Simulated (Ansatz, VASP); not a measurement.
# HfN in VASP and in Ansatz

```
CELL_PARAMETERS angstrom
0.00000 2.30418 2.25900
2.30418 0.00000 2.25900
2.30418 2.30418 0.00000
ATOMIC_POSITIONS crystal
Hf 0.00000 0.00000 0.00000
N 0.50000 0.50000 0.50000
```

Change from the starting cell: equal xx and yy strain of +2 %, crystal datasets.

Alike in both runs: task electric field gradients; functional PBEsol; k mesh 10 × 10 × 10; occupations fermi-dirac, width 0.01 eV; no spin polarisation.

|  | VASP | Ansatz |
| --- | --- | --- |
| version | VASP 6.6.1 | Ansatz 0.2.0 |
| potentials or method | VASP PAW PBE potentials, release 64 (Hf_pv, N), cutoff 520 eV | all-electron PAW with datasets made for the crystal, scalar-relativistic |

|  | VASP | Ansatz | Ansatz less VASP |
| --- | --- | --- | --- |
| pressure (GPa) | -14.7 | -12.6 | +2.10 |
| traceless stress, the component that is largest in VASP (GPa) | 4.31 | 4.51 | +0.196 |
| size of Vzz on the site where it differs most (V/Å²) | 73.0 | 84.2 | +11.17 |

VASP's potentials were made for PBE, not for PBEsol. Ansatz ran all-electron here, and VASP with PAW potentials.

Spin-orbit coupling is off throughout.
